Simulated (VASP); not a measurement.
# C16NO31 (a cell with a defect) in VASP: a series of runs

The runs below take C16NO31 (a cell with a defect) through single point, with PBE.

Everything below comes from runs of VASP 6.6.1. Logs are shortened: lines on timing, memory, paths and dates and some standing lists are left out, and cuts for length are marked.

### Step 1. The cell of the first run

The cell holds a defect, 48 atoms: a = 9.878 Å, b = 9.878 Å, c = 9.878 Å, α = 59.37°, β = 59.37°, γ = 59.37°.

### Step 2. Single point, PBE

Contents of INCAR:

```
SYSTEM = C16NO31
PREC = Accurate
ENCUT = 520
EDIFF = 1E-6
ISMEAR = -1
SIGMA = 0.01
LREAL = Auto
LASPH = .True.
NELM = 100
ALGO = Normal
ISIF = 2
LWAVE = .False.
LCHARG = .False.
GGA = PE
NBANDS = 158
NELECT = 256.0
```

Contents of KPOINTS:

```
regular mesh
0
Gamma
  3 3 3
  0 0 0
```

Contents of POSCAR:

```
C16NO31
1.0
   -4.8917483997     -2.8242522554      8.1036539934
    4.8917483997     -2.8242522554      8.1036539934
    0.0000000000      5.6485045107      8.1036539934
C N O
16 1 31
Direct
    0.0000000000      0.0000000000      0.0000000000
    0.5000000000      0.5000000000      0.5000000000
    0.2500000000      0.2500000000      0.2500000000
    0.7500000000      0.7500000000      0.7500000000
    0.1271174600      0.8750000000      0.6228825400
    0.6271174600      0.3750000000      0.1228825400
    0.8750000000      0.6228825400      0.1271174600
    0.3750000000      0.1228825400      0.6271174600
    0.6228825400      0.1271174600      0.8750000000
    0.1228825400      0.6271174600      0.3750000000
    0.8771174600      0.3728825400      0.6250000000
    0.3771174600      0.8728825400      0.1250000000
    0.3728825400      0.6250000000      0.8771174600
    0.8728825400      0.1250000000      0.3771174600
    0.6250000000      0.8771174600      0.3728825400
    0.1250000000      0.3771174600      0.8728825400
    0.4520038350      0.4520038350      0.4520038350
    0.9520038350      0.9520038350      0.9520038350
    0.2020038350      0.2020038350      0.2020038350
    0.7020038350      0.7020038350      0.7020038350
    0.0479961650      0.0479961650      0.0479961650
    0.5479961650      0.5479961650      0.5479961650
    0.2979961650      0.2979961650      0.2979961650
    0.7979961650      0.7979961650      0.7979961650
    0.0823084550      0.0205711250      0.5779858350
    0.5823084550      0.5205711250      0.0779858350
    0.0205711250      0.5779858350      0.0823084550
    0.5205711250      0.0779858350      0.5823084550
    0.5779858350      0.0823084550      0.0205711250
    0.0779858350      0.5823084550      0.5205711250
    0.3323084550      0.8279858350      0.2705711250
    0.8323084550      0.3279858350      0.7705711250
    0.8279858350      0.2705711250      0.3323084550
    0.3279858350      0.7705711250      0.8323084550
    0.2705711250      0.3323084550      0.8279858350
    0.7705711250      0.8323084550      0.3279858350
    0.4176915450      0.4794288750      0.9220141650
    0.9176915450      0.9794288750      0.4220141650
    0.4794288750      0.9220141650      0.4176915450
    0.9794288750      0.4220141650      0.9176915450
    0.9220141650      0.4176915450      0.4794288750
    0.4220141650      0.9176915450      0.9794288750
    0.1676915450      0.6720141650      0.2294288750
    0.6676915450      0.1720141650      0.7294288750
    0.6720141650      0.2294288750      0.1676915450
    0.1720141650      0.7294288750      0.6676915450
    0.2294288750      0.1676915450      0.6720141650
    0.7294288750      0.6676915450      0.1720141650
```

Potentials or basis: VASP PAW PBE potentials, release 64 (C, N, O).

Command:

```sh
> cat potpaw_PBE.64/C/POTCAR potpaw_PBE.64/N/POTCAR potpaw_PBE.64/O/POTCAR > POTCAR
> mpirun -np 1 vasp_std > vasp.out
```

OUTCAR:

```text
SYSTEM = C16NO31
   PREC = Accurate
   ENCUT = 520
   EDIFF = 1E-6
   ISMEAR = -1
   LREAL = Auto
   LASPH = .True.
   NELM = 100
   ISIF = 2
   GGA = PE
   NELECT = 256.0

 ion  position               nearest neighbor table
   1  0.000  0.000  0.000-  18 1.17  21 1.17
   2  0.500  0.500  0.500-  17 1.17  22 1.17
   3  0.250  0.250  0.250-  19 1.17  23 1.17
   4  0.750  0.750  0.750-  20 1.17  24 1.17
   5  0.127  0.875  0.623-  25 1.17  46 1.17
   6  0.627  0.375  0.123-  45 1.17  26 1.17
[... 8 lines left out ...]
  15  0.625  0.877  0.373-  36 1.17  39 1.17
  16  0.125  0.377  0.873-  35 1.17  40 1.17
  17  0.452  0.452  0.452-   2 1.17
[... 29 lines left out ...]
  47  0.229  0.168  0.672-   8 1.17
  48  0.729  0.668  0.172-   7 1.17

  LATTYP: Found a trigonal (rhomboedric) cell.
 ALAT       =     9.8779963177
 COS(alpha) =     0.5095209081

  Lattice vectors:

 A1 = (  -4.8917483997,  -2.8242522554,   8.1036539934)
 A2 = (   4.8917483997,  -2.8242522554,   8.1036539934)
 A3 = (   0.0000000000,   5.6485045107,   8.1036539934)

Analysis of symmetry for initial positions (statically):
=====================================================================
 Subroutine PRICEL returns:
 Original cell was already a primitive cell.

 Routine SETGRP: Setting up the symmetry group for a
 trigonal (rhombohedral) supercell.

 Subroutine GETGRP returns: Found  3 space group operations
 (whereof  3 operations were pure point group operations)
 out of a pool of 12 trial point group operations.

The static configuration has the point symmetry C_3 .

Analysis of symmetry for dynamics (positions and initial velocities):
=====================================================================
 Subroutine PRICEL returns:
 Original cell was already a primitive cell.

 Routine SETGRP: Setting up the symmetry group for a
 trigonal (rhombohedral) supercell.

 Subroutine GETGRP returns: Found  3 space group operations
 (whereof  3 operations were pure point group operations)
 out of a pool of 12 trial point group operations.

The dynamic configuration has the point symmetry C_3 .

 Subroutine INISYM returns: Found  3 space group operations
 (whereof  3 operations are pure point group operations),
 and found     1 'primitive' translations

----------------------------------------------------------------------------------------
[... 169 lines left out ...]
   NSW    =      0    number of steps for IOM
   IBRION =     -1    ionic relax: 0-MD 1-quasi-New 2-CG
   NFREE  =      0    steps in history (QN), initial steepest desc. (CG)
   ISIF   =      2    stress and relaxation
   ISYM   =      2    0-nonsym 1-usesym 2-fastsym
   POTIM  = 0.5000    time-step for ionic-motion
   TEBEG  =    0.0;   TEEND  =   0.0 temperature during run
   PSTRESS=    0.0 pullay stress
   NELECT =     256.0000    total number of electrons
   NUPDOWN=      -1.0000    fix difference up-down
   EMIN   =  10.00;   EMAX   =-10.00  energy-range for DOS
   EFERMI =   0.00;   METHOD = LEGACY
   ISMEAR =    -1;   SIGMA  =   0.01  broadening in eV -4-tet -1-fermi 0-gaus
   EFERMI_NEDOS =   21; number of points for ismear=-14 and -15
   IALGO  =     38    algorithm
   IMIX   =      4    mixing-type and parameters
     AMIX     =   0.40;   BMIX     =  1.00
     AMIX_MAG =   1.60;   BMIX_MAG =  1.00
  volume/ion in A,a.u.               =      13.99        94.44
  Fermi-wavevector in a.u.,A,eV,Ry     =   1.186920  2.242954 19.167614  1.408780
  Thomas-Fermi vector in A             =   2.323083
   LORBIT       =      0    0 simple, 1 ext, 2 COOP (PROOUT), +10 PAW based schemes
   GGA     = PE    functional components
   LHFCALC =     F    Hartree Fock is set to
   AEXX    =    0.0000 exact exchange contribution
   IVDW    =     0    specifies the selected vdW correction
   LEPSILON=     F    determine dielectric tensor
   LRPA    =     F    only Hartree local field effects (RPA)
 non-spin polarized calculation
  energy-cutoff  :      520.00
  volume of cell :      671.74
 maximum number of plane-waves:     18127
 NGX is ok and might be reduce to    80
   NGX = 37   NGY = 37   NGZ = 37

 number of electron     256.0000021 magnetization

 Free energy of the ion-electron system (eV)
  ---------------------------------------------------
  ext. energy  EPLUGINS =         0.00000000
  ---------------------------------------------------
  free energy    TOTEN  =      -366.39831287 eV

  energy without entropy =     -366.39831287  energy(sigma->0) =     -366.39831287

 E-fermi :   1.2113     XC(G=0):  -8.1563

 val. band max:        0.9065681569   @ k =   0.3333   0.3333   0.3333
 cond. band min:       3.3606818887   @ k =   0.0000   0.0000   0.0000
 fundamental gap:      2.4541137318
 Fermi energy:         1.2112976491

 k-point     1 :       0.0000    0.0000    0.0000
  band No.  band energies     occupation
      1     -24.2924      2.00000
      2     -24.2009      2.00000
      3     -24.1485      2.00000
      4     -24.0620      2.00000
      5     -24.0620      2.00000
      6     -24.0571      2.00000
[... 847 lines left out ...]
    139       4.5443      0.00000
    140       4.5817      0.00000
 [bands above 140 left out]

------------------------ aborting loop because EDIFF is reached ----------------------------------------

  FORCE on cell =-STRESS in cart. coord.  units (eV):
  Direction    XX          YY          ZZ          XY          YZ          ZX
  --------------------------------------------------------------------------------------
  -------------------------------------------------------------------------------------
  Total       21.5086795     21.5086795     30.9232423      0.0000006     -0.0000000      0.0000000
  in kB       51.3008540     51.3008540     73.7557478      0.0000015     -0.0000000      0.0000000
  external PRESSURE =      58.7858186 kB  Pullay stress =       0.0000000 kB

 VOLUME and BASIS-vectors are now :
 -----------------------------------------------------------------------------
  energy-cutoff  :      520.00
  volume of cell :      671.74
      direct lattice vectors                 reciprocal lattice vectors
    -4.891748400 -2.824252255  8.103653993    -0.102212943 -0.059012670  0.041133708
     4.891748400 -2.824252255  8.103653993     0.102212943 -0.059012670  0.041133708
     0.000000000  5.648504511  8.103653993     0.000000000  0.118025340  0.041133708

 POSITION                                       TOTAL-FORCE (eV/Angst)
 -----------------------------------------------------------------------------------
      0.00000      0.00000      0.00000         0.000000     -0.000000      0.067145
      0.00000     -0.00000     12.15548         0.000000      0.000000     -2.421290
      0.00000     -0.00000      6.07774         0.000000     -0.000000      0.121692
      0.00000     -0.00000     18.23322         0.000000      0.000000     -0.059266
      3.65845      0.68812     13.16844        -0.495500      0.204396     -0.226753
     -1.23330     -2.13613      9.11661         0.432567      0.140657      0.408219
[... 40 lines left out ...]
     -0.30200      2.67431      8.66390         0.668335      0.459508     -0.409936
     -0.30200     -2.97420     12.71572         0.415936      0.090087     -0.188252
 -----------------------------------------------------------------------------------
    total drift:                                0.000000      0.000000     -0.001335

  FREE ENERGIE OF THE ION-ELECTRON SYSTEM (eV)
  ---------------------------------------------------
  free  energy   TOTEN  =      -366.3983128703 eV

  energy  without entropy=     -366.3983128703  energy(sigma->0) =     -366.39831287
```

OSZICAR:

```text
N       E                     dE             d eps       ncg     rms          rms(c)
DAV:   1     0.178793894584E+04    0.17879E+04   -0.13764E+05  1904   0.149E+03
DAV:   2    -0.246604379779E+03   -0.20345E+04   -0.19910E+04  2328   0.357E+02
DAV:   3    -0.392605553689E+03   -0.14600E+03   -0.14508E+03  2096   0.101E+02
DAV:   4    -0.395911184899E+03   -0.33056E+01   -0.32935E+01  2512   0.147E+01
DAV:   5    -0.395983285850E+03   -0.72101E-01   -0.71974E-01  2264   0.219E+00    0.389E+01
DAV:   6    -0.368995566885E+03    0.26988E+02   -0.99012E+01  2240   0.256E+01    0.175E+01
DAV:   7    -0.367123243662E+03    0.18723E+01   -0.69340E+00  2376   0.704E+00    0.100E+01
DAV:   8    -0.366539104006E+03    0.58414E+00   -0.47055E+00  2328   0.491E+00    0.316E+00
DAV:   9    -0.366426485854E+03    0.11262E+00   -0.66639E-01  2304   0.154E+00    0.140E+00
DAV:  10    -0.366403322613E+03    0.23163E-01   -0.14865E-01  2264   0.914E-01    0.495E-01
DAV:  11    -0.366399760619E+03    0.35620E-02   -0.22162E-02  2312   0.441E-01    0.187E-01
DAV:  12    -0.366398669362E+03    0.10913E-02   -0.57731E-03  2408   0.208E-01    0.916E-02
DAV:  13    -0.366398293877E+03    0.37549E-03   -0.16114E-03  2424   0.148E-01    0.344E-02
DAV:  14    -0.366398312584E+03   -0.18707E-04   -0.45303E-04  2392   0.675E-02    0.217E-02
DAV:  15    -0.366398311740E+03    0.84384E-06   -0.27652E-05  2304   0.159E-02    0.105E-02
DAV:  16    -0.366398312941E+03   -0.12009E-05   -0.12650E-05  2256   0.106E-02    0.384E-03
DAV:  17    -0.366398312870E+03    0.70366E-07   -0.14545E-06  1584   0.430E-03
   1 F= -.36639831E+03 E0= -.36639831E+03  d E =-.572531E-13
```

It took 41 min on 1 thread of Intel Xeon Platinum 8259CL at 2.50GHz (Skylake/Cascade Lake), shared host; peak memory 1.2 GiB.

Results:

```
Free energy   : -366.3983 eV
Largest force : 6.012 eV/Å
```

Forces on the atoms (eV/Å):
```
C    0.000  0.000  0.067
C    0.000  0.000 -2.421
C    0.000  0.000  0.122
C    0.000  0.000 -0.059
C   -0.495  0.204 -0.227
C    0.433  0.141  0.408
C    0.425  0.327 -0.227
C   -0.094 -0.445  0.408
C    0.071 -0.531 -0.227
C   -0.338  0.304  0.408
C    0.172 -0.233 -0.251
C   -0.056  0.642  0.264
C   -0.288 -0.033 -0.251
C    0.584 -0.273  0.264
C    0.116  0.266 -0.251
C   -0.528 -0.370  0.264
N    0.000  0.000 -3.713
O    0.000  0.000 -0.740
O    0.000  0.000 -0.808
O    0.000  0.000 -0.675
O    0.000  0.000  0.678
O    0.000  0.000  6.012
O    0.000  0.000  0.640
O    0.000  0.000  0.753
O    0.812 -0.475  0.417
O    0.394 -0.471  0.088
O   -0.818 -0.465  0.417
O   -0.605 -0.106  0.088
O    0.006  0.941  0.417
O    0.211  0.577  0.088
O    0.173  0.334  0.219
O   -0.026  0.760  0.359
O    0.203 -0.316  0.219
O    0.671 -0.358  0.359
O   -0.375 -0.017  0.219
O   -0.645 -0.402  0.359
O   -0.449  0.368 -0.178
O   -0.847  0.521 -0.453
O    0.544  0.205 -0.178
O    0.874  0.473 -0.453
O   -0.094 -0.573 -0.178
O   -0.027 -0.994 -0.453
O    0.064 -0.809 -0.410
O   -0.130 -0.405 -0.188
O   -0.732  0.349 -0.410
O   -0.286  0.315 -0.188
O    0.668  0.460 -0.410
O    0.416  0.090 -0.188
```

Levels at points of the mesh, in eV from the Fermi level:
| k point | band 126 | band 127 | band 128 | band 129 | band 130 | band 131 |
| --- | --- | --- | --- | --- | --- | --- |
| (0.00, 0.00, 0.00) | -2.64 | -0.31 | -0.31 | 2.15 | 2.90 | 2.90 |

Caveat: the cell carries a net charge on a neutralising background, which shifts energy and pressure; the cell is charged against a uniform background, so pressure and absolute levels hang on convention.

### Step 3. Single point, PBE

Contents of INCAR:

```
PREC = Accurate
ENCUT = 520
EDIFF = 1E-7
ISMEAR = -1
SIGMA = 0.01
LREAL = Auto
LASPH = True
NELM = 100
ALGO = Normal
ISIF = 2
LWAVE = False
LCHARG = True
GGA = PE
LELF = True
LVHAR = True
NELECT = 256.0
NBANDS = 158
```

Contents of KPOINTS:

```
regular mesh
0
Gamma
  3 3 3
```

Contents of POSCAR:

```
C16NO31
1.0
   -4.8917483997     -2.8242522554      8.1036539934
    4.8917483997     -2.8242522554      8.1036539934
    0.0000000000      5.6485045107      8.1036539934
C N O
16 1 31
Direct
    0.0000346990      0.0000346990      0.0000346990
    0.4903177462      0.4903177462      0.4903177462
    0.2497258587      0.2497258587      0.2497258587
    0.7446551222      0.7446551222      0.7446551222
    0.1232819067      0.8716956357      0.6303975254
    0.6220000689      0.3804598556      0.1368171218
    0.8716956357      0.6303975254      0.1232819067
    0.3804598556      0.1368171218      0.6220000689
    0.6303975254      0.1232819067      0.8716956357
    0.1368171218      0.6220000689      0.3804598556
    0.8713930282      0.3752298781      0.6240235594
    0.3708480078      0.8739129948      0.1364517928
    0.3752298781      0.6240235594      0.8713930282
    0.8739129948      0.1364517928      0.3708480078
    0.6240235594      0.8713930282      0.3752298781
    0.1364517928      0.3708480078      0.8739129948
    0.4410030916      0.4410030916      0.4410030916
    0.9519866406      0.9519866406      0.9519866406
    0.2016900094      0.2016900094      0.2016900094
    0.6966206458      0.6966206458      0.6966206458
    0.0480378629      0.0480378629      0.0480378629
    0.5406075200      0.5406075200      0.5406075200
    0.2976867538      0.2976867538      0.2976867538
    0.7926255826      0.7926255826      0.7926255826
    0.0934038355      0.0164635847      0.5759085346
    0.5913998345      0.5245863626      0.0690250517
    0.0164635847      0.5759085346      0.0934038355
    0.5245863626      0.0690250517      0.5913998345
    0.5759085346      0.0934038355      0.0164635847
    0.0690250517      0.5913998345      0.5245863626
    0.3181875751      0.8465575351      0.2801493102
    0.8248372590      0.3289433863      0.7700850607
    0.8465575351      0.2801493102      0.3181875751
    0.3289433863      0.7700850607      0.8248372590
    0.2801493102      0.3181875751      0.8465575351
    0.7700850607      0.8248372590      0.3289433863
    0.4199864531      0.4783816899      0.9207408268
    0.9036975547      0.9918767741      0.4223805710
    0.4783816899      0.9207408268      0.4199864531
    0.9918767741      0.4223805710      0.9036975547
    0.9207408268      0.4199864531      0.4783816899
    0.4223805710      0.9036975547      0.9918767741
    0.1920338780      0.6597409403      0.2346485581
    0.6861669718      0.1516140299      0.7276815144
    0.6597409403      0.2346485581      0.1920338780
    0.1516140299      0.7276815144      0.6861669718
    0.2346485581      0.1920338780      0.6597409403
    0.7276815144      0.6861669718      0.1516140299
```

Potentials or basis: VASP PAW PBE potentials, release 64 (C, N, O).

Command:

```sh
> cat potpaw_PBE.64/C/POTCAR potpaw_PBE.64/N/POTCAR potpaw_PBE.64/O/POTCAR > POTCAR
> mpirun -np 1 vasp_std > vasp.out
```

Wall time 45 min (1 thread of AMD EPYC 7R43 (Zen 3), shared host); peak memory 1.1 GiB.

Results (log left out):

```
Free energy   : -366.8664 eV
Largest force : 0.659 eV/Å
```

Forces on the atoms (eV/Å):
```
C    0.000  0.000 -0.013
C    0.000  0.000 -0.178
C    0.000  0.000 -0.021
C    0.000  0.000  0.002
C    0.024 -0.033  0.015
C   -0.001  0.063  0.019
C   -0.041 -0.004  0.015
C    0.055 -0.031  0.019
C    0.017  0.038  0.015
C   -0.054 -0.032  0.019
C    0.005  0.020  0.000
C   -0.016 -0.032 -0.017
C    0.015 -0.015  0.000
C   -0.020  0.030 -0.017
C   -0.020 -0.006  0.000
C    0.036  0.002 -0.017
N    0.000  0.000 -0.189
O    0.000  0.000 -0.631
O    0.000  0.000 -0.638
O    0.000  0.000 -0.639
O    0.000  0.000  0.645
O    0.000  0.000  0.378
O    0.000  0.000  0.648
O    0.000  0.000  0.634
O    0.459 -0.338  0.260
O    0.468 -0.390  0.202
O   -0.522 -0.229  0.260
O   -0.572 -0.211  0.202
O    0.063  0.566  0.260
O    0.103  0.600  0.202
O    0.071  0.588  0.288
O    0.003  0.584  0.227
O    0.474 -0.356  0.288
O    0.504 -0.295  0.227
O   -0.545 -0.232  0.288
O   -0.507 -0.289  0.227
O   -0.515  0.310 -0.230
O   -0.456  0.326 -0.270
O    0.526  0.291 -0.230
O    0.510  0.232 -0.270
O   -0.011 -0.602 -0.230
O   -0.055 -0.558 -0.270
O   -0.049 -0.581 -0.224
O   -0.076 -0.592 -0.268
O   -0.479  0.333 -0.224
O   -0.475  0.362 -0.268
O    0.528  0.248 -0.224
O    0.551  0.230 -0.268
```

Levels at points of the mesh, in eV from the Fermi level:
| k point | band 124 | band 125 | band 126 | band 127 | band 128 | band 129 | band 130 | band 131 | band 132 | band 133 |
| --- | --- | --- | --- | --- | --- | --- | --- | --- | --- | --- |
| (0.00, 0.00, 0.00) | -3.95 | -3.95 | -2.83 | -0.33 | -0.33 | 2.70 | 3.48 | 3.48 | 3.64 | 3.66 |

Caveat: the cell carries a net charge on a neutralising background, which shifts energy and pressure; the cell is charged against a uniform background, so pressure and absolute levels hang on convention.
